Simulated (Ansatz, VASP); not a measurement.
AlN: VASP beside Ansatz

INCAR

```
ALGO     = Normal         # electronic algorithm
EDIFF    = 1E-6           # SCF threshold, eV
ENCUT    = 520            # plane-wave cutoff, eV
GGA      = PE             # functional
ISIF     = 2              # what is computed and relaxed
ISMEAR   = 0              # smearing method
LASPH    = True           # aspherical terms in the spheres
LCHARG   = False          # write CHGCAR
LREAL    = False          # projectors in reciprocal space
LWAVE    = False          # write WAVECAR
NBANDS   = 36             # bands
NELM     = 100            # most SCF steps
PREC     = Accurate       # precision mode
SIGMA    = 0.05           # smearing width, eV
```

File KPOINTS:

```
k-points
0
Gamma
  5 7 3
```

POSCAR

```
AlN
1.0
    4.4031742006      0.0000000000      0.0000000000
    0.0000000000      2.2015871003     -2.2015871003
    0.0000000000      9.7867418162      9.7867418162
Al N
6 6
Direct
    0.0000000000      0.0000000000      0.1687058141
    0.5000000000      0.5000000000      0.2811838554
    0.0000000000      0.0000000000      0.3936618967
    0.5000000000      0.5000000000      0.5061399380
    0.0000000000      0.0000000000      0.6186179793
    0.5000000000      0.5000000000      0.0562277728
    0.7500000000      0.0000000000      0.2811838554
    0.2500000000      0.5000000000      0.3936618967
    0.7500000000      0.0000000000      0.5061399380
    0.2500000000      0.5000000000      0.6186179793
    0.7500000000      0.0000000000      0.0562277728
    0.2500000000      0.5000000000      0.1687058141
```

Input for Ansatz:

```yaml
crystal:
  lattice:
    - [4.4031742006, 0.0, 0.0]
    - [0.0, 2.2015871003, -2.2015871003]
    - [0.0, 9.7867418162, 9.7867418162]
  atoms:
    - { symbol: Al, position: [0.0, 0.0, 0.1687058141] }
    - { symbol: Al, position: [0.5, 0.5, 0.2811838554] }
    - { symbol: Al, position: [0.0, 0.0, 0.3936618967] }
    - { symbol: Al, position: [0.5, 0.5, 0.506139938] }
    - { symbol: Al, position: [0.0, 0.0, 0.6186179793] }
    - { symbol: Al, position: [0.5, 0.5, 0.0562277728] }
    - { symbol: "N", position: [0.75, 0.0, 0.2811838554] }
    - { symbol: "N", position: [0.25, 0.5, 0.3936618967] }
    - { symbol: "N", position: [0.75, 0.0, 0.506139938] }
    - { symbol: "N", position: [0.25, 0.5, 0.6186179793] }
    - { symbol: "N", position: [0.75, 0.0, 0.0562277728] }
    - { symbol: "N", position: [0.25, 0.5, 0.1687058141] }
basis:
  ecutwfc: 420
kpoints:
  mp_grid: { grid: [5, 7, 3] }
hamiltonian:
  xc: pbe
scf:
  occupations: { method: gaussian, width: 0.05 }
output:
  forces: true
  stress: true
  eigenvalues: true
```

Alike in both runs: task single point; functional PBE; k mesh 5 × 7 × 3; occupations gaussian, width 0.05 eV; no spin polarisation.

|  | VASP | Ansatz |
| --- | --- | --- |
| version | VASP 6.6.1 | Ansatz 0.2.0 |
| potentials or method | VASP PAW PBE potentials, release 64 (Al, N), cutoff 520 eV | scalar-relativistic, plane waves, PAW |
| valence electrons in the cell | 48 | 48 |

|  | VASP | Ansatz | Ansatz less VASP |
| --- | --- | --- | --- |
| gap on the k mesh at the Fermi level (eV) | 1.31 | 1.31 | +0.007 |
| least direct gap on the mesh (eV) | 1.60 | 1.60 | +0.006 |
| pressure (GPa) | -3.9 | -3.7 | +0.14 |
| traceless stress, the component that is largest in VASP (GPa) | -2.29 | -2.28 | +0.008 |
| rms of the force components (eV/Å) | 0.895 | 0.893 | -0.0017 |

Atom by atom the forces differ by 0.004 eV/Å (rms over components). With one functional, cell and mesh, what is left measures potentials, basis and numerics.
